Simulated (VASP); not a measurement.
# Ge in VASP: a series of runs, part 2 of 2

VASP 6.6.1.

### 3 Single point, PBE+D3(BJ)

Contents of INCAR:

```
SYSTEM = Ge
  ALGO = Normal
  DIPOL = 0.5 0.5 0.500
  EDIFF = 1E-6
  ENCUT = 520
  GGA = PE
  IDIPOL = 3
  ISIF = 2
  ISMEAR = 0
  IVDW = 12
  LASPH = .True.
  LCHARG = .False.
  LDIPOL = .True.
  LREAL = .False.
  LWAVE = .False.
  NBANDS = 21
  NELM = 60
  PREC = Accurate
  SIGMA = 0.1
```

Contents of KPOINTS:

```
k-points
0
Gamma
  12 12 1
  0 0 0
```

Contents of POSCAR:

```
Ge
1.0
    3.9010000000      0.0000000000      0.0000000000
   -1.9505000000      3.3783651002      0.0000000000
    0.0000000000      0.0000000000     28.0000000000
Ge
2
Direct
    0.3333333333      0.6666666667      0.5130892857
    0.6666666667      0.3333333333      0.4869107143
```

Potentials or basis: VASP PAW PBE potentials, release 64 (Ge_d).

On the command line:

```console
> cat potpaw_PBE.64/Ge_d/POTCAR > POTCAR
> mpirun -np 1 vasp_std > vasp.out
```

OUTCAR:

```text
SYSTEM = Ge
   EDIFF = 1E-6
   ENCUT = 520
   GGA = PE
   ISIF = 2
   ISMEAR = 0
   IVDW = 12
   LASPH = .True.
   LREAL = .False.
   NELM = 60
   PREC = Accurate
 IVDW          = 12

 ion  position               nearest neighbor table
   1  0.333  0.667  0.513-   2 2.37   2 2.37   2 2.37
   2  0.667  0.333  0.487-   1 2.37   1 2.37   1 2.37

  LATTYP: Found a hexagonal cell.
 ALAT       =     3.9010000000
 C/A-ratio  =     7.1776467572

  Lattice vectors:

 A1 = (   3.9010000000,   0.0000000000,   0.0000000000)
 A2 = (  -1.9505000000,   3.3783651002,   0.0000000000)
 A3 = (   0.0000000000,   0.0000000000,  28.0000000000)

Analysis of symmetry for initial positions (statically):
=====================================================================
 Subroutine PRICEL returns:
 Original cell was already a primitive cell.

 Routine SETGRP: Setting up the symmetry group for a
 hexagonal supercell.

 Subroutine GETGRP returns: Found 12 space group operations
 (whereof 12 operations were pure point group operations)
 out of a pool of 24 trial point group operations.

The static configuration has the point symmetry D_3d.

Analysis of symmetry for dynamics (positions and initial velocities):
=====================================================================
 Subroutine PRICEL returns:
 Original cell was already a primitive cell.

 Routine SETGRP: Setting up the symmetry group for a
 hexagonal supercell.

 Subroutine GETGRP returns: Found 12 space group operations
 (whereof 12 operations were pure point group operations)
 out of a pool of 24 trial point group operations.

The dynamic configuration has the point symmetry D_3d.

 Subroutine INISYM returns: Found 12 space group operations
 (whereof 12 operations are pure point group operations),
 and found     1 'primitive' translations

----------------------------------------------------------------------------------------

                                     Primitive cell

  volume of cell :     369.0121

  direct lattice vectors                    reciprocal lattice vectors
     3.901000000  0.000000000  0.000000000     0.256344527  0.148000582  0.000000000
    -1.950500000  3.378365100  0.000000000     0.000000000  0.296001163  0.000000000
     0.000000000  0.000000000 28.000000000     0.000000000  0.000000000  0.035714286

  length of vectors
     3.901000000  3.901000000 28.000000000     0.296001163  0.296001163  0.035714286

  position of ions in fractional coordinates (direct lattice)
     0.333333333  0.666666667  0.513089286
     0.666666667  0.333333333  0.486910714

  ion indices of the primitive-cell ions
   primitive index   ion index
                 1           1
                 2           2

----------------------------------------------------------------------------------------

 KPOINTS: k-points

Automatic generation of k-mesh.
 Grid dimensions read from file:
 generate k-points for:   12   12    1

 Generating k-lattice:

  Cartesian coordinates                     Fractional coordinates (reciprocal lattice)
     0.021362044  0.012333382  0.000000000     0.083333333 -0.000000000  0.000000000
     0.000000000  0.024666764  0.000000000     0.000000000  0.083333333  0.000000000
     0.000000000  0.000000000  0.035714286     0.000000000  0.000000000  1.000000000

  Length of vectors
     0.024666764  0.024666764  0.035714286

  Shift w.r.t. Gamma in fractional coordinates (k-lattice)
     0.000000000  0.000000000  0.000000000

 Subroutine IBZKPT returns following result:
 ===========================================

 Found     19 irreducible k-points:

 Following reciprocal coordinates:
            Coordinates               Weight
  0.000000  0.000000  0.000000      1.000000
  0.083333  0.000000  0.000000      6.000000
  0.166667  0.000000  0.000000      6.000000
  0.250000  0.000000  0.000000      6.000000
  0.333333  0.000000  0.000000      6.000000
  0.416667  0.000000  0.000000      6.000000
[... 11 lines left out ...]
  0.333333  0.250000  0.000000     12.000000
  0.333333  0.333333  0.000000      2.000000
   k-points           NKPTS =     19   k-points in BZ     NKDIM =     19   number of bands    NBANDS=     21
   number of dos      NEDOS =    301   number of ions     NIONS =      2
   total plane-waves  NPLWV = 189000
   dimension x,y,z NGX =    30 NGY =   30 NGZ =  210
   dimension x,y,z NGXF=    60 NGYF=   60 NGZF=  420
   ions per type =               2
   NGX,Y,Z   is equivalent  to a cutoff of  12.78, 12.78, 12.47 a.u.
   NGXF,Y,Z  is equivalent  to a cutoff of  25.57, 25.57, 24.94 a.u.
 SYSTEM =  Ge
   PREC   = accura    normal or accurate (medium, high low for compatibility)
   ISTART =      0    job   : 0-new  1-cont  2-samecut
   ICHARG =      2    charge: 1-file 2-atom 10-const
   ISPIN  =      1    spin polarized calculation?
   LNONCOLLINEAR =      F non collinear calculations
   LSORBIT =      F    spin-orbit coupling
   LASPH  =      T    aspherical Exc in radial PAW
   ENCUT  =  520.0 eV  38.22 Ry    6.18 a.u.   7.25  7.25 52.06*2*pi/ulx,y,z
   NELM   =     60;   NELMIN=  2; NELMDL= -5     # of ELM steps
   EDIFF  = 0.1E-05   stopping-criterion for ELM
   LREAL  =      F    real-space projection
   EDIFFG = 0.1E-04   stopping-criterion for IOM
   NSW    =      0    number of steps for IOM
   IBRION =     -1    ionic relax: 0-MD 1-quasi-New 2-CG
   NFREE  =      0    steps in history (QN), initial steepest desc. (CG)
   ISIF   =      2    stress and relaxation
   ISYM   =      2    0-nonsym 1-usesym 2-fastsym
   POTIM  = 0.5000    time-step for ionic-motion
   TEBEG  =    0.0;   TEEND  =   0.0 temperature during run
   PSTRESS=    0.0 pullay stress
   NELECT =      28.0000    total number of electrons
   NUPDOWN=      -1.0000    fix difference up-down
   EMIN   =  10.00;   EMAX   =-10.00  energy-range for DOS
   EFERMI =   0.00;   METHOD = LEGACY
   ISMEAR =     0;   SIGMA  =   0.10  broadening in eV -4-tet -1-fermi 0-gaus
   EFERMI_NEDOS =   21; number of points for ismear=-14 and -15
   IALGO  =     38    algorithm
   IMIX   =      4    mixing-type and parameters
     AMIX     =   0.40;   BMIX     =  1.00
     AMIX_MAG =   1.60;   BMIX_MAG =  1.00
  volume/ion in A,a.u.               =     184.51      1245.11
  Fermi-wavevector in a.u.,A,eV,Ry     =   0.693076  1.309723  6.535611  0.480354
  Thomas-Fermi vector in A             =   1.775187
   LORBIT       =      0    0 simple, 1 ext, 2 COOP (PROOUT), +10 PAW based schemes
   GGA     = PE    functional components
   LHFCALC =     F    Hartree Fock is set to
   AEXX    =    0.0000 exact exchange contribution
   IVDW    =    12    specifies the selected vdW correction
   LEPSILON=     F    determine dielectric tensor
   LRPA    =     F    only Hartree local field effects (RPA)
 non-spin polarized calculation
 Gauss-broadening in eV      SIGMA  =   0.10
  energy-cutoff  :      520.00
  volume of cell :      369.01
 maximum number of plane-waves:     10011
 NGX is ok and might be reduce to    30
   NGX = 15   NGY = 15   NGZ =105

 dipolmoment           0.000000      0.000000      0.000000 electrons x Angstroem

 number of electron      27.9999998 magnetization

 dipolmoment           0.000000      0.000000     -0.000000 electrons x Angstroem

 Free energy of the ion-electron system (eV)
  ---------------------------------------------------
  ext. energy  EPLUGINS =         0.00000000
  ---------------------------------------------------
  free energy    TOTEN  =        -8.00328603 eV

  energy without entropy =       -8.00156675  energy(sigma->0) =       -8.00242639

 E-fermi :  -3.3392     XC(G=0):  -1.6999

 val. band max:       -3.3423657336   @ k =   0.3333   0.3333   0.0000
 cond. band min:      -2.8220127726   @ k =   0.3333   0.2500   0.0000
 fundamental gap:      0.5203529610
 Fermi energy:        -3.3392189053

 k-point     1 :       0.0000    0.0000    0.0000
  band No.  band energies     occupation
      1     -27.7441      2.00000
      2     -27.7441      2.00000
      3     -27.6721      2.00000
      4     -27.6721      2.00000
      5     -27.6483      2.00000
      6     -27.5980      2.00000
[... 430 lines left out ...]
      5     -27.5513      2.00000
      6     -27.5415      2.00000
[... 13 lines left out ...]
     20       4.0060      0.00000
     21       4.0488      0.00000

------------------------ aborting loop because EDIFF is reached ----------------------------------------

 vacuum level on the upper side and lower side of the slab       (xc-potential included)        -0.006        -0.006

 Edisp (eV)   -0.32752

 E8    (eV) :    -0.1568

  FORCE on cell =-STRESS in cart. coord.  units (eV):
  Direction    XX          YY          ZZ          XY          YZ          ZX
  --------------------------------------------------------------------------------------
  -------------------------------------------------------------------------------------
  Total       1.85991     1.85991     0.00866    -0.00000    -0.00000    -0.00000
  in kB       8.07538     8.07538     0.03760    -0.00000    -0.00000    -0.00000
  external pressure =        5.40 kB  Pullay stress =        0.00 kB

 VOLUME and BASIS-vectors are now :
 -----------------------------------------------------------------------------
  energy-cutoff  :      520.00
  volume of cell :      369.01
      direct lattice vectors                 reciprocal lattice vectors
     3.901000000  0.000000000  0.000000000     0.256344527  0.148000582  0.000000000
    -1.950500000  3.378365100  0.000000000     0.000000000  0.296001163  0.000000000
     0.000000000  0.000000000 28.000000000     0.000000000  0.000000000  0.035714286

 POSITION                                       TOTAL-FORCE (eV/Angst)
 -----------------------------------------------------------------------------------
     -0.00000      2.25224     14.36650         0.000000      0.000000      0.021680
      1.95050      1.12612     13.63350        -0.000000     -0.000000     -0.021680
 -----------------------------------------------------------------------------------
    total drift:                                0.000000      0.000000     -0.000000

  FREE ENERGIE OF THE ION-ELECTRON SYSTEM (eV)
  ---------------------------------------------------
  free  energy   TOTEN  =        -8.3308106067 eV

  energy  without entropy=       -8.3290913337  energy(sigma->0) =       -8.32995097

 vacuum level on the upper side and lower side of the slab         1.094         1.094
```

OSZICAR:

```text
N       E                     dE             d eps       ncg     rms          rms(c)
DAV:   1     0.154925580205E+03    0.15493E+03   -0.13849E+04   950   0.132E+03
DAV:   2     0.806989812596E+01   -0.14686E+03   -0.14242E+03  1108   0.260E+02
DAV:   3    -0.748701983753E+01   -0.15557E+02   -0.15506E+02  1026   0.108E+02
DAV:   4    -0.819977555324E+01   -0.71276E+00   -0.71193E+00  1054   0.263E+01
[... 12 lines left out ...]
DAV:  17    -0.800324756774E+01   -0.59004E-05   -0.72978E-07   898   0.151E-02    0.827E-04
DAV:  18    -0.800327602508E+01   -0.28457E-04   -0.19991E-06   714   0.947E-03    0.169E-03
DAV:  19    -0.800328100693E+01   -0.49818E-05   -0.33009E-07   814   0.817E-03    0.371E-04
DAV:  20    -0.800328522525E+01   -0.42183E-05   -0.99267E-08   686   0.182E-03    0.135E-04
DAV:  21    -0.800328602590E+01   -0.80066E-06   -0.10352E-08   746   0.969E-04
   1 F= -.83308106E+01 E0= -.83299510E+01  d E =-.171927E-02
```

Wall time 2.7 min (1 thread of Intel Xeon 6975P-C (Granite Rapids), shared host); peak memory 0.49 GiB.

Results:

```yaml
Free_energy: -8.3308 eV
Largest_force: 0.022 eV/Å
Band_gap_on_the_k_mesh: zero (filled and empty bands touch)
Dispersion_energy_per_atom: -0.164 eV
```

Forces in eV/Å, atoms in the order of the input:
```
Ge   0.000  0.000  0.022
Ge   0.000  0.000 -0.022
```

### 4 Single point, PBE+D3(BJ)

Contents of INCAR:

```
SYSTEM = Ge
  PREC = Accurate
  ENCUT = 520
  EDIFF = 1E-7
  ISMEAR = 0
  SIGMA = 0.1
  LREAL = .FALSE.
  LASPH = .TRUE.
  NELM = 80
  ALGO = Normal
  ISIF = 2
  LWAVE = .FALSE.
  LCHARG = .FALSE.
  LDIPOL = .TRUE.
  IDIPOL = 3
  DIPOL = 0.5 0.5 0.500
  GGA = PE
  IVDW = 12
  NBANDS = 21
```

Contents of KPOINTS:

```
Automatic mesh
0
G
  12 12 1
  0 0 0
```

Contents of POSCAR:

```
Ge
1.0
    3.9010000000      0.0000000000      0.0000000000
   -1.9505000000      3.3783651002      0.0000000000
    0.0000000000      0.0000000000     28.0000000000
Ge
2
Direct
    0.3333333333      0.6666666667      0.5183214286
    0.6666666667      0.3333333333      0.4816785714
```

On the command line:

```console
> cat potpaw_PBE.64/Ge_d/POTCAR > POTCAR
> mpirun -np 1 vasp_std > vasp.out
```

Wall time 3.1 min (1 thread of Intel Xeon 6975P-C (Granite Rapids), shared host); peak memory 0.49 GiB.

Results (log left out):

| Quantity | Value |
| --- | --- |
| Free energy | -8.1732 eV |
| Largest force | 1.074 eV/Å |
| Band gap on the k mesh | zero (bands 14 and 15 overlap by 0.86 eV) |
| Dispersion energy per atom | -0.163 eV |

Forces in eV/Å, atoms in the order of the input:
```
Ge   0.000  0.000 -1.074
Ge   0.000  0.000  1.074
```

Levels at points of the mesh, in eV from the Fermi level:
```tsv
k point	band 10	band 11	band 12	band 13	band 14	band 15	band 16	band 17	band 18	band 19
(0.00, 0.00, 0.00)	-24.09	-11.14	-4.36	0.42	0.42	1.22	1.97	3.94	4.13	4.30
(0.50, 0.00, 0.00)	-24.07	-8.93	-7.10	-1.66	-1.28	0.10	2.35	4.61	6.06	6.25
```

### 5 Single point, PBE+D3(BJ)

This run uses another cell than the first one.

Contents of INCAR:

```
SYSTEM = Ge
ALGO = Normal
DIPOL = 0.5 0.5 0.500
EDIFF = 1E-6
ENCUT = 520
GGA = PE
IDIPOL = 3
ISIF = 2
ISMEAR = 0
IVDW = 12
LASPH = .TRUE.
LCHARG = .FALSE.
LDIPOL = .TRUE.
LREAL = .FALSE.
LWAVE = .FALSE.
NBANDS = 21
NELM = 80
PREC = Accurate
SIGMA = 0.1
```

Contents of KPOINTS:

```
k-points
0
G
  12 12 1
  0 0 0
```

Contents of POSCAR:

```
Ge
1.0
    3.9650000000      0.0000000000      0.0000000000
   -1.9825000000      3.4337907260      0.0000000000
    0.0000000000      0.0000000000     28.0000000000
Ge
2
Direct
    0.3333333333      0.6666666667      0.5052321429
    0.6666666667      0.3333333333      0.4947678571
```

Potentials or basis: VASP PAW PBE potentials, release 64 (Ge_d).

On the command line:

```console
> cat potpaw_PBE.64/Ge_d/POTCAR > POTCAR
> mpirun -np 1 vasp_std > vasp.out
```

OUTCAR:

```text
SYSTEM = Ge
   EDIFF = 1E-6
   ENCUT = 520
   GGA = PE
   ISIF = 2
   ISMEAR = 0
   IVDW = 12
   LASPH = .TRUE.
   LREAL = .FALSE.
   NELM = 80
   PREC = Accurate
 IVDW          = 12

 ion  position               nearest neighbor table
   1  0.333  0.667  0.505-   2 2.31   2 2.31   2 2.31
   2  0.667  0.333  0.495-   1 2.31   1 2.31   1 2.31

  LATTYP: Found a hexagonal cell.
 ALAT       =     3.9650000000
 C/A-ratio  =     7.0617906683

  Lattice vectors:

 A1 = (   3.9650000000,   0.0000000000,   0.0000000000)
 A2 = (  -1.9825000000,   3.4337907260,   0.0000000000)
 A3 = (   0.0000000000,   0.0000000000,  28.0000000000)

Analysis of symmetry for initial positions (statically):
=====================================================================
 Subroutine PRICEL returns:
 Original cell was already a primitive cell.

 Routine SETGRP: Setting up the symmetry group for a
 hexagonal supercell.

 Subroutine GETGRP returns: Found 12 space group operations
 (whereof 12 operations were pure point group operations)
[... 162 lines left out ...]

 E-fermi :  -3.2877     XC(G=0):  -1.6401

 val. band max:       -3.4931154426   @ k =   0.0000   0.0000   0.0000
 cond. band min:      -3.2400663698   @ k =   0.3333   0.3333   0.0000
 fundamental gap:      0.2530490728
 Fermi energy:        -3.2876580225

 k-point     1 :       0.0000    0.0000    0.0000
  band No.  band energies     occupation
      1     -28.3591      2.00000
      2     -28.3420      2.00000
      3     -28.3420      2.00000
      4     -28.2963      2.00000
      5     -28.2963      2.00000
      6     -28.1007      2.00000
[... 445 lines left out ...]
     20       3.8247      0.00000
     21       3.8247      0.00000

------------------------ aborting loop because EDIFF is reached ----------------------------------------

 vacuum level on the upper side and lower side of the slab       (xc-potential included)        -0.007        -0.007

 Edisp (eV)   -0.31848

 E8    (eV) :    -0.1525

  FORCE on cell =-STRESS in cart. coord.  units (eV):
  Direction    XX          YY          ZZ          XY          YZ          ZX
  --------------------------------------------------------------------------------------
  -------------------------------------------------------------------------------------
  Total       2.11340     2.11340     0.16963     0.00000     0.00000    -0.00000
  in kB       8.88215     8.88215     0.71292     0.00000     0.00000    -0.00000
  external pressure =        6.16 kB  Pullay stress =        0.00 kB

 VOLUME and BASIS-vectors are now :
 -----------------------------------------------------------------------------
  energy-cutoff  :      520.00
  volume of cell :      381.22
      direct lattice vectors                 reciprocal lattice vectors
     3.965000000  0.000000000  0.000000000     0.252206810  0.145611669  0.000000000
    -1.982500000  3.433790726  0.000000000     0.000000000  0.291223339  0.000000000
     0.000000000  0.000000000 28.000000000     0.000000000  0.000000000  0.035714286

 POSITION                                       TOTAL-FORCE (eV/Angst)
 -----------------------------------------------------------------------------------
     -0.00000      2.28919     14.14650         0.000000     -0.000000      0.632491
      1.98250      1.14460     13.85350        -0.000000      0.000000     -0.632491
 -----------------------------------------------------------------------------------
    total drift:                               -0.000000      0.000000     -0.000000

  FREE ENERGIE OF THE ION-ELECTRON SYSTEM (eV)
  ---------------------------------------------------
  free  energy   TOTEN  =        -8.1680479659 eV

  energy  without entropy=       -8.1667926573  energy(sigma->0) =       -8.16742031

 vacuum level on the upper side and lower side of the slab         1.114         1.114
```

stdout:

```text
POSCAR found type information on POSCAR Ge
 POSCAR found :  1 types and       2 ions
 scaLAPACK will be used
 LDA part: xc-table for (Slater+PW92), standard interpolation
 POSCAR, INCAR and KPOINTS ok, starting setup
 FFT: planning ... GRIDC
 FFT: planning ... GRID_SOFT
 FFT: planning ... GRID
 WAVECAR not read
 entering main loop
```

Wall time 4.8 min (1 thread of Intel Xeon 6975P-C (Granite Rapids), shared host); peak memory 0.52 GiB.

Results:

* Free energy: -8.1680 eV
* Largest force: 0.632 eV/Å
* Band gap on the k mesh: zero (bands 14 and 15 overlap by 0.25 eV)
* Dispersion energy per atom: -0.159 eV

Forces in eV/Å, atoms in the order of the input:
```
Ge   0.000  0.000  0.632
Ge   0.000  0.000 -0.632
```

### 6 The runs side by side

```csv
cell,gap on the mesh (eV),largest force (eV/Å)
"a = 3.901, b = 3.901, c = 28.000 Å, angles 90.0, 90.0, 120.0°, 2 atoms, atomic positions A",none,0.77
"a = 3.901, b = 3.901, c = 28.000 Å, angles 90.0, 90.0, 120.0°, 2 atoms, atomic positions B",none,0.02
"a = 3.901, b = 3.901, c = 28.000 Å, angles 90.0, 90.0, 120.0°, 2 atoms, atomic positions C",none,1.07
"a = 3.965, b = 3.965, c = 28.000 Å, angles 90.0, 90.0, 120.0°, 2 atoms, atomic positions D",none,0.63
```

Alike in all rows: task single point; level PBE+D3(BJ); potentials or basis VASP PAW PBE potentials, release 64 (Ge_d); no spin polarisation; k mesh 12 × 12 × 1; cutoff (eV) 520; smearing gaussian 0.1 eV.

Absolute energies hang on the potentials; compare differences alone.
